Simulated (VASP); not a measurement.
Li3GaC:

```
Li Ga C
1.0
     6.37640    0.00000    0.00000
    -3.18820    5.52212    0.00000
     0.00000    0.00000    3.91521
Li Ga C
6 2 2
Cartesian
  3.1882 3.6801 2.9364
  1.5953 0.9210 2.9364
  4.7811 0.9210 2.9364
  0.0000 1.8421 0.9788
  1.5929 4.6011 0.9788
  -1.5929 4.6011 0.9788
  0.0000 3.6814 2.9364
  3.1882 1.8407 0.9788
  0.0000 0.0000 0.0000
  0.0000 0.0000 1.9576
```

```yaml
Program: VASP 6.6.1
Task: relaxation of cell and atoms
Functional: PBE
Potentials_or_basis: VASP PAW PBE potentials, release 64 (Li_sv, Ga_d, C)
Cutoff: 600 eV
k_mesh: 9 × 9 × 10
Occupations: gaussian, width 0.1 eV
Spin: no spin polarisation
```

At the start: pressure -0.3 GPa; volume 13.79 Å³/atom.

**Question.** How do energy, volume and symmetry change on relaxing?

**Answer.** Over 17 steps the energy falls by 40.5 meV/atom and the volume is 14.19 Å³/atom (+2.9 %); space group P6_3/mmc (No. 194, to 0.05 Å).

The path:
```csv
step,energy change (eV),largest force (eV/Å),pressure (GPa),volume (Å³)
1,0.0000,0.0932,-0.29,137.86
2,-0.0199,0.0701,-0.26,137.35
3,-0.0905,0.0163,-0.34,135.76
4,-0.2309,0.1732,0.61,132.31
5,-0.0081,0.5527,4.87,124.29
6,-0.2269,0.3322,2.10,129.69
7,-0.2404,0.2492,1.22,131.13
8,-0.2617,0.2607,1.26,131.64
9,-0.2993,0.2976,1.53,133.05
10,-0.3381,0.2485,0.88,135.44
11,-0.3852,0.1363,-0.63,141.94
12,-0.3857,0.1257,-0.80,142.67
13,-0.3997,0.0583,-0.37,142.00
14,-0.4044,0.0143,0.09,141.32
15,-0.4044,0.0113,0.07,141.35
16,-0.4048,0.0068,0.05,141.51
17,-0.4052,0.0028,0.03,141.87
```

Final structure:
```
Li Ga C
1.0
     6.98402    0.00000    0.00000
    -3.49201    6.04834    0.00000
     0.00000    0.00000    3.35848
Li Ga C
6 2 2
Direct
  0.83602 0.67204 0.75000
  0.32796 0.16398 0.75000
  0.83602 0.16398 0.75000
  0.16398 0.32796 0.25000
  0.67204 0.83602 0.25000
  0.16398 0.83602 0.25000
  0.33333 0.66667 0.75000
  0.66667 0.33333 0.25000
  0.00000 0.00000 0.00000
  0.00000 0.00000 0.50000
```

Caveat: the cutoff is under 1.25 times the usual one of these potentials, so pressure, stress and relaxed cells hold a basis-set (Pulay) error.
